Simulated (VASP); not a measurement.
# KCdCO3F (P1) in VASP: further runs

The runs below take KCdCO3F through single point, with PBE.

All numbers are computed with VASP 6.6.1; they aren't measurements. Logs are shortened: lines on timing, memory, paths and dates and some standing lists are left out, and cuts for length are marked.

## 1. The cell of the first run

The typed cell holds 14 atoms: a = 5.238 Å, b = 5.238 Å, c = 9.023 Å, α = 90.00°, β = 90.00°, γ = 120.00°.

## 2. Single point, PBE

Input file INCAR:

```
SYSTEM = KCdCO3F
ALGO     = Normal         ! electronic algorithm
EDIFF    = 1E-6           ! SCF threshold, eV
ENCUT    = 520            ! plane-wave cutoff, eV
GGA      = PE             ! functional
ISIF     = 2              ! what is computed and relaxed
ISMEAR   = -1             ! smearing method
LASPH    = .True.         ! aspherical terms in the spheres
LCHARG   = .True.         ! write CHGCAR
LELF     = .True.         ! ELF
LREAL    = .False.        ! projectors in reciprocal space
LVHAR    = .True.       
LWAVE    = .False.        ! write WAVECAR
NBANDS   = 63             ! bands
NELM     = 100            ! most SCF steps
PREC     = Accurate       ! precision mode
SIGMA    = 0.05           ! smearing width, eV
```

Input file KPOINTS:

```
k-points
0
Gamma
  2 2 1
  0 0 0
```

Input file POSCAR:

```
KCdCO3F
1.0
    5.2375980000      0.0000000000      0.0000000000
   -2.6187990000      4.5358930000      0.0000000000
    0.0000000000      0.0000000000      9.0229200000
K Cd C O F
2 2 2 6 2
Direct
    0.5590626921      0.1724247023      0.5283212087
    0.6142059480      0.1699114155      0.0210131532
   -0.0143323932      0.0645076945      0.2166482691
   -0.0856209878     -0.0805133631      0.7383862430
    0.3321871927      0.7490696981      0.2147641783
    0.2922045950      0.5757410944      0.7254081827
    0.4664430491      1.0296098255      0.2693584782
    0.5004916798      0.6298208534      0.1893954507
    0.0564432772      0.5956269251      0.1908029773
    0.0100926812      0.3969229433      0.7496575388
    0.4429372196      0.4467036590      0.7069773421
    0.4023523915      0.8468233267      0.7393172055
   -0.1546398849     -0.1504665123      0.4889215465
   -0.0079711204     -0.0076941850     -0.0379810527
```

Potentials or basis: VASP PAW PBE potentials, release 64 (K_sv, Cd, C, O, F).

Command:

```console
cat potpaw_PBE.64/K_sv/POTCAR potpaw_PBE.64/Cd/POTCAR potpaw_PBE.64/C/POTCAR potpaw_PBE.64/O/POTCAR potpaw_PBE.64/F/POTCAR > POTCAR
mpirun -np 1 vasp_std > vasp.out
```

OUTCAR:

```text
SYSTEM = KCdCO3F
   EDIFF = 1E-6
   ENCUT = 520
   GGA = PE
   ISIF = 2
   ISMEAR = -1
   LASPH = .True.
   LREAL = .False.
   NELM = 100
   PREC = Accurate

 ion  position               nearest neighbor table
   1  0.559  0.172  0.528-  12 2.41   7 2.43  11 2.43  13 2.79  10 2.86   4 3.36   4 3.50
   2  0.614  0.170  0.021-   7 2.36   5 2.62  14 2.63   9 2.74   3 2.88   3 3.53   4 3.57
   3  0.986  0.065  0.217-  14 2.33   8 2.43   9 2.63  13 2.65   7 2.66   9 2.67   7 2.68   8 2.85
                             2 2.88   2 3.53
   4  0.914  0.919  0.738-  14 2.06  13 2.28  10 2.29  11 2.49  12 2.51  12 2.77  11 2.78   6 2.83
                             1 3.36   1 3.50   2 3.57
   5  0.332  0.749  0.215-   9 1.27   8 1.33   7 1.36   2 2.62
   6  0.292  0.576  0.725-  12 1.24  11 1.28  10 1.31   4 2.83
   7  0.466  0.030  0.269-   5 1.36   2 2.36   1 2.43   3 2.66   3 2.68
   8  0.500  0.630  0.189-   5 1.33   3 2.43   3 2.85
   9  0.056  0.596  0.191-   5 1.27   3 2.63   3 2.67   2 2.74
  10  0.010  0.397  0.750-   6 1.31   4 2.29   1 2.86
  11  0.443  0.447  0.707-   6 1.28   1 2.43   4 2.49   4 2.78
  12  0.402  0.847  0.739-   6 1.24   1 2.41   4 2.51   4 2.77
  13  0.845  0.850  0.489-   4 2.28   3 2.65   1 2.79
  14  0.992  0.992  0.962-   4 2.06   3 2.33   2 2.63

  LATTYP: Found a hexagonal cell.
 ALAT       =     5.2375980000
 C/A-ratio  =     1.7227209878

  Lattice vectors:

 A1 = (   5.2375980000,   0.0000000000,   0.0000000000)
 A2 = (  -2.6187990000,   4.5358930000,   0.0000000000)
 A3 = (   0.0000000000,   0.0000000000,   9.0229200000)

Analysis of symmetry for initial positions (statically):
=====================================================================
 Subroutine PRICEL returns:
 Original cell was already a primitive cell.

 Routine SETGRP: Setting up the symmetry group for a
 hexagonal supercell.

 Subroutine GETGRP returns: Found  1 space group operations
 (whereof  1 operations were pure point group operations)
 out of a pool of 24 trial point group operations.

The static configuration has the point symmetry C_1 .

Analysis of symmetry for dynamics (positions and initial velocities):
=====================================================================
 Subroutine PRICEL returns:
 Original cell was already a primitive cell.

 Routine SETGRP: Setting up the symmetry group for a
 hexagonal supercell.

[... 120 lines left out ...]
   EMIN   =  10.00;   EMAX   =-10.00  energy-range for DOS
   EFERMI =   0.00;   METHOD = LEGACY
   ISMEAR =    -1;   SIGMA  =   0.05  broadening in eV -4-tet -1-fermi 0-gaus
   EFERMI_NEDOS =   21; number of points for ismear=-14 and -15
   IALGO  =     38    algorithm
   IMIX   =      4    mixing-type and parameters
     AMIX     =   0.40;   BMIX     =  1.00
     AMIX_MAG =   1.60;   BMIX_MAG =  1.00
  volume/ion in A,a.u.               =      15.31       103.33
  Fermi-wavevector in a.u.,A,eV,Ry     =   1.269680  2.399347 21.933765  1.612086
  Thomas-Fermi vector in A             =   2.402708
   LORBIT       =      0    0 simple, 1 ext, 2 COOP (PROOUT), +10 PAW based schemes
   GGA     = PE    functional components
   LHFCALC =     F    Hartree Fock is set to
   AEXX    =    0.0000 exact exchange contribution
   IVDW    =     0    specifies the selected vdW correction
   LEPSILON=     F    determine dielectric tensor
   LRPA    =     F    only Hartree local field effects (RPA)
 non-spin polarized calculation
  energy-cutoff  :      520.00
  volume of cell :      214.36
 maximum number of plane-waves:      5806
 NGX is ok and might be reduce to    40
   NGX = 19   NGY = 19   NGZ = 33

 number of electron     100.0000003 magnetization

 Free energy of the ion-electron system (eV)
  ---------------------------------------------------
  ext. energy  EPLUGINS =         0.00000000
  ---------------------------------------------------
  free energy    TOTEN  =       -76.91340345 eV

  energy without entropy =      -76.91323167  energy(sigma->0) =      -76.91331756

 E-fermi :   0.3804     XC(G=0):  -8.9432

 val. band max:       -0.0343451493   @ k =   0.0000   0.0000   0.0000
 cond. band min:       0.7757801730   @ k =   0.0000   0.0000   0.0000
 fundamental gap:      0.8101253223
 Fermi energy:         0.3804256978

 k-point     1 :       0.0000    0.0000    0.0000
  band No.  band energies     occupation
      1     -28.6719      2.00000
      2     -27.6288      2.00000
      3     -22.3343      2.00000
      4     -22.2371      2.00000
      5     -22.1179      2.00000
      6     -20.9700      2.00000
[... 249 lines left out ...]
     61       8.6590      0.00000
     62       8.8169      0.00000
 [bands above 62 left out]

------------------------ aborting loop because EDIFF is reached ----------------------------------------

  FORCE on cell =-STRESS in cart. coord.  units (eV):
  Direction    XX          YY          ZZ          XY          YZ          ZX
  --------------------------------------------------------------------------------------
  -------------------------------------------------------------------------------------
  Total        3.7427523     -1.9090670      7.7362585     -0.4997192     -3.1516339     -0.3951696
  in kB       27.9743240    -14.2688736     57.8228492     -3.7350338    -23.5561479     -2.9536023
  external PRESSURE =      23.8427665 kB  Pullay stress =       0.0000000 kB

 VOLUME and BASIS-vectors are now :
 -----------------------------------------------------------------------------
  energy-cutoff  :      520.00
  volume of cell :      214.36
      direct lattice vectors                 reciprocal lattice vectors
     5.237598000  0.000000000  0.000000000     0.190927215  0.110231877  0.000000000
    -2.618799000  4.535893000  0.000000000     0.000000000  0.220463754  0.000000000
     0.000000000  0.000000000  9.022920000     0.000000000  0.000000000  0.110828867

 POSITION                                       TOTAL-FORCE (eV/Angst)
 -----------------------------------------------------------------------------------
      2.47660      0.78210      4.76700         0.324832      0.774157     -0.415272
      2.77200      0.77070      0.18960        -0.645666      1.293287     -2.502797
      4.99360      0.29260      1.95480         0.641691     -0.910648      0.948692
      2.38120      4.17069      6.66240         0.198896     -0.570403     -1.701310
     -0.22180      3.39770      1.93780         2.091356     -0.127095      1.295908
      0.02270      2.61150      6.54530        -0.714311     -3.712515      1.372172
      2.36550      0.13431      2.43040        -0.893713     -2.398944     -1.078759
      0.97200      2.85680      1.70890        -0.973870      1.155179      0.150331
     -1.26420      2.70170      1.72160        -0.538697     -0.035736      0.267599
     -0.98660      1.80040      6.76410        -0.985044      0.323248     -0.566698
      1.15010      2.02620      6.37900         1.271754      0.724895      0.019366
     -0.11030      3.84110      6.67080        -0.494273      2.505928      0.496178
      2.20290      3.85339      4.41150         0.397908      0.746710     -0.347205
      2.59720      4.50099      8.68022         0.319138      0.231938      2.061794
 -----------------------------------------------------------------------------------
    total drift:                               -0.000862     -0.000077      0.002864

  FREE ENERGIE OF THE ION-ELECTRON SYSTEM (eV)
  ---------------------------------------------------
  free  energy   TOTEN  =       -76.9134034523 eV

  energy  without entropy=      -76.9132316721  energy(sigma->0) =      -76.91331756
```

stdout:

```text
POSCAR found type information on POSCAR K CdC O F
 POSCAR found :  5 types and      14 ions
 scaLAPACK will be used
 LDA part: xc-table for (Slater+PW92), standard interpolation
 POSCAR, INCAR and KPOINTS ok, starting setup
 FFT: planning ... GRIDC
 FFT: planning ... GRID_SOFT
 FFT: planning ... GRID
 WAVECAR not read
 entering main loop
```

Wall time 60 s (1 thread of Intel Xeon Platinum 8488C (Sapphire Rapids), shared host); peak memory 0.35 GiB.

What came out:

```yaml
Free_energy: -76.9134 eV
Pressure: 2.4 GPa
Largest_force: 4.022 eV/Å
Band_gap_on_the_k_mesh: 0.81 eV, direct
```

Forces in eV/Å, atoms in the order of the input:
```
K    0.325  0.774 -0.415
K   -0.646  1.293 -2.503
Cd   0.642 -0.911  0.949
Cd   0.199 -0.570 -1.701
C    2.091 -0.127  1.296
C   -0.714 -3.713  1.372
O   -0.894 -2.399 -1.079
O   -0.974  1.155  0.150
O   -0.539 -0.036  0.268
O   -0.985  0.323 -0.567
O    1.272  0.725  0.019
O   -0.494  2.506  0.496
F    0.398  0.747 -0.347
F    0.319  0.232  2.062
```

Caveat: the k points lie up to 0.70 Å⁻¹ apart; forces of over 1 eV/Å act on the atoms, so gaps and moduli don't describe the material at rest.

## 3. Single point, PBE

Input file INCAR:

```
SYSTEM = KCdCO3F
PREC = Accurate ; ENCUT = 520
EDIFF = 1E-6 ; ISMEAR = -1
SIGMA = 0.05 ; LREAL = .FALSE.
LASPH = .TRUE. ; NELM = 120
ALGO = Normal ; ISIF = 2
LWAVE = .FALSE. ; LCHARG = .FALSE.
GGA = PE ; NBANDS = 71
GGA_COMPAT = .FALSE.
```

Input file KPOINTS:

```
Automatic mesh
0
G
  2 2 1
  0 0 0
```

Input file POSCAR:

```
KCdCO3F
1.0
    5.2375980000      0.0000000000      0.0000000000
   -2.6187990000      4.5358930000      0.0000000000
    0.0000000000      0.0000000000      9.0229200000
K Cd C O F
2 2 2 6 2
Direct
    0.6301383359      0.3849517614      0.4597181400
    0.6102630665      0.3796826777     -0.0174666294
   -0.0765763090     -0.0788819313      0.2339154065
   -0.0453997995     -0.0542561299      0.7409796385
    0.3042553324      0.6380661978      0.2697796279
    0.2987403873      0.6120294284      0.6907409131
    0.4861610666      0.9095452648      0.2506727312
    0.3947849215      0.4295956717      0.2499301778
    0.0328325974      0.5411503314      0.2872573402
    0.0290222438      0.4938167633      0.7137046544
    0.4092956322      0.4461304533      0.7221941456
    0.4543319738      0.9113751140      0.6910401511
   -0.0228754660      0.0213408914      0.4821277369
   -0.0731108097     -0.1280453485      0.0004987299
```

Potentials or basis: VASP PAW PBE potentials, release 64 (K_sv, Cd_sv_GW, C, O, F).

Command:

```console
cat potpaw_PBE.64/K_sv/POTCAR potpaw_PBE.64/Cd_sv_GW/POTCAR potpaw_PBE.64/C/POTCAR potpaw_PBE.64/O/POTCAR potpaw_PBE.64/F/POTCAR > POTCAR
mpirun -np 1 vasp_std > vasp.out
```

OUTCAR:

```text
SYSTEM = KCdCO3F
   PREC = Accurate
   ENCUT = 520
   EDIFF = 1E-6
   ISMEAR = -1
   LREAL = .FALSE.
   LASPH = .TRUE.
   NELM = 120
   ISIF = 2
   GGA = PE

 ion  position               nearest neighbor table
   1  0.630  0.385  0.460-   8 2.33   9 2.41  11 2.72   3 3.18
   2  0.610  0.380  0.983-  14 2.27  11 2.67   8 2.73
   3  0.923  0.921  0.234-  14 2.12   7 2.27  13 2.29   1 3.18
   4  0.955  0.946  0.741-
   5  0.304  0.638  0.270-   9 1.26   7 1.27   8 1.40
   6  0.299  0.612  0.691-  10 1.24  11 1.29  12 1.36
   7  0.486  0.910  0.251-   5 1.27   3 2.27
   8  0.395  0.430  0.250-   5 1.40   1 2.33   2 2.73
   9  0.033  0.541  0.287-   5 1.26   1 2.41
  10  0.029  0.494  0.714-   6 1.24
  11  0.409  0.446  0.722-   6 1.29   2 2.67   1 2.72
  12  0.454  0.911  0.691-   6 1.36
  13  0.977  0.021  0.482-   3 2.29
  14  0.927  0.872  0.000-   3 2.12   2 2.27

  LATTYP: Found a hexagonal cell.
 ALAT       =     5.2375980000
 C/A-ratio  =     1.7227209878

  Lattice vectors:
[... 479 lines left out ...]
     70       9.6980      0.00000
 [bands above 70 left out]

------------------------ aborting loop because EDIFF is reached ----------------------------------------

  FORCE on cell =-STRESS in cart. coord.  units (eV):
  Direction    XX          YY          ZZ          XY          YZ          ZX
  --------------------------------------------------------------------------------------
  -------------------------------------------------------------------------------------
  Total        5.8243590     -2.1347110      0.7538695      5.3072531     -1.1535270     -0.4419525
  in kB       43.5328044    -15.9553964      5.6346203     39.6678182     -8.6217665     -3.3032704
  external PRESSURE =      11.0706761 kB  Pullay stress =       0.0000000 kB

 VOLUME and BASIS-vectors are now :
 -----------------------------------------------------------------------------
  energy-cutoff  :      520.00
  volume of cell :      214.36
      direct lattice vectors                 reciprocal lattice vectors
     5.237598000  0.000000000  0.000000000     0.190927215  0.110231877  0.000000000
    -2.618799000  4.535893000  0.000000000     0.000000000  0.220463754  0.000000000
     0.000000000  0.000000000  9.022920000     0.000000000  0.000000000  0.110828867

 POSITION                                       TOTAL-FORCE (eV/Angst)
 -----------------------------------------------------------------------------------
      2.29230      1.74610      4.14800         0.493938     -1.102372      1.853423
      2.20200      1.72220      8.86532        -0.001371     -1.694008     -0.094654
      2.42430      4.17809      2.11060         0.427621      0.987997      1.644313
      2.52310      4.28979      6.68580        -0.058843      0.389734     -1.440001
     -0.07740      2.89420      2.43420         2.004041     -2.670736     -1.750643
     -0.03810      2.77610      6.23250         0.412125      2.891132      3.332744
      0.16440      4.12560      2.26180         0.764199      1.099027     -0.008751
      0.94270      1.94860      2.25510        -2.405436      1.957578     -0.654732
     -1.24520      2.45460      2.59190        -1.214545     -0.007660     -0.245200
     -1.14120      2.23990      6.43970        -4.059656     -1.027052     -0.428184
      0.97540      2.02360      6.51630         1.828050      0.252567     -0.702221
     -0.00710      4.13390      6.23520         1.423453     -1.895166     -0.592585
      5.06190      0.09680      4.35020         0.104045     -0.483338      0.195151
      2.57120      3.95509      0.00450         0.282378      1.302297     -1.108659
 -----------------------------------------------------------------------------------
    total drift:                                0.000653     -0.001727     -0.002697

  FREE ENERGIE OF THE ION-ELECTRON SYSTEM (eV)
  ---------------------------------------------------
  free  energy   TOTEN  =       -77.5063286577 eV

  energy  without entropy=      -77.5063267276  energy(sigma->0) =      -77.50632769
```

It took 60 s on 1 thread of Intel Xeon 6975P-C (Granite Rapids), shared host; peak memory 0.36 GiB.

What came out:

```
Free energy            : -77.5063 eV
Pressure               : 1.1 GPa
Largest force          : 4.431 eV/Å
Band gap on the k mesh : 1.30 eV, direct
```

Forces in eV/Å, atoms in the order of the input:
```
K    0.494 -1.102  1.853
K   -0.001 -1.694 -0.095
Cd   0.428  0.988  1.644
Cd  -0.059  0.390 -1.440
C    2.004 -2.671 -1.751
C    0.412  2.891  3.333
O    0.764  1.099 -0.009
O   -2.405  1.958 -0.655
O   -1.215 -0.008 -0.245
O   -4.060 -1.027 -0.428
O    1.828  0.253 -0.702
O    1.423 -1.895 -0.593
F    0.104 -0.483  0.195
F    0.282  1.302 -1.109
```

Caveat: the k points lie up to 0.70 Å⁻¹ apart; forces of over 1 eV/Å act on the atoms, so gaps and moduli don't describe the material at rest.
